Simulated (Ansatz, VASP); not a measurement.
**One calculation of Be2SeO2, two programs**

```xyz
10
Lattice="2.7003 -0.0001 -0.0145 -0.0001 4.6746 0.0408 -0.0609 0.0998 11.9695" Properties=species:S:1:pos:R:3 pbc="T T T"
Be    2.6706    1.6320    4.5196
Be    1.3199    3.9691    4.5607
Be    1.3397    0.8267    7.4482
Be    2.6903    3.1641    7.4482
Se    0.6308   -0.0347   -0.5268
Se    0.6356    2.2853    0.5411
O     1.3204    0.8531    4.5053
O     2.6699    3.1905    4.5340
O     2.6900    1.6056    7.4638
O     1.3403    3.9427    7.4735
```

Change from the starting cell: cell x2, atoms moved at random (sigma 0.05 Å) and cell strained at random (1.5 %), then relaxed without symmetry.

Alike in both runs: functional PBE; k mesh 8 × 6 × 2; occupations gaussian, width 0.2 eV; no spin polarisation.

Ansatz relaxed the structure, and its values are those at the end. VASP's run is a single point on that final structure, the one shown.

|  | VASP | Ansatz |
| --- | --- | --- |
| version | VASP 6.6.1 | Ansatz 0.2.0 |
| potentials or method | VASP PAW PBE potentials, release 64 (Be, Se, O), cutoff 520 eV | scalar-relativistic, plane waves, PAW |
| valence electrons in the cell | 44 | 64 |

|  | VASP | Ansatz | Ansatz less VASP |
| --- | --- | --- | --- |
| gap on the k mesh at the Fermi level (eV) | none | none | - |
| pressure (GPa) | 0.0 | 0.0 | -0.06 |
| rms of the force components (eV/Å) | 0.005 | 0.005 | +0.0003 |

A gap of «none» marks a metal or a gap that the smearing closes. VASP's potentials hold 44 valence electrons a cell and Ansatz's 64, so a difference there can come from the potentials and not from the codes.
